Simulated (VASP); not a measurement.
A run of VASP 6.6.1 is set up as follows.

INCAR

```
SYSTEM = Li3Al
PREC = Accurate ; ENCUT = 520
EDIFF = 1E-8 ; ISMEAR = -1
SIGMA = 0.1 ; LREAL = .FALSE.
LASPH = .TRUE. ; NELM = 100
ALGO = Normal ; ISIF = 2
LWAVE = .FALSE. ; LCHARG = .FALSE.
GGA = CA ; NBANDS = 14
IBRION = 8 ; NSW = 1
```

File KPOINTS:

```
Automatic mesh
0
G
  8 8 8
  0 0 0
```

File POSCAR:

```
Li3Al
1.0
   -1.9515123500      1.9515123500      4.3676534900
    1.9515123500     -1.9515123500      4.3676534900
    1.9515123500      1.9515123500     -4.3676534900
Li Al
3 1
Direct
    0.7500000000      0.2500000000      0.5000000000
    0.2500000000      0.7500000000      0.5000000000
    0.5000000000      0.5000000000      0.0000000000
    0.0000000000      0.0000000000      0.0000000000
```

Potentials or basis: VASP PAW LDA potentials, release 64 (Li_sv, Al).

Launch:

```bash
$ cat potpaw_LDA.64/Li_sv/POTCAR potpaw_LDA.64/Al/POTCAR > POTCAR
$ mpirun -np 1 vasp_std > vasp.out
```

Task: What does it give for the highest phonon frequency at Γ?

Result: 369 cm⁻¹.

Phonon frequencies in cm⁻¹ (negative: imaginary):
| q point | frequencies |
| --- | --- |
| (0.000, 0.000, 0.000) | -1 -1 -1 161 228 228 247 358 358 363 363 369 |

Caveat: the cell stands under pressure or tension, which shifts response properties.
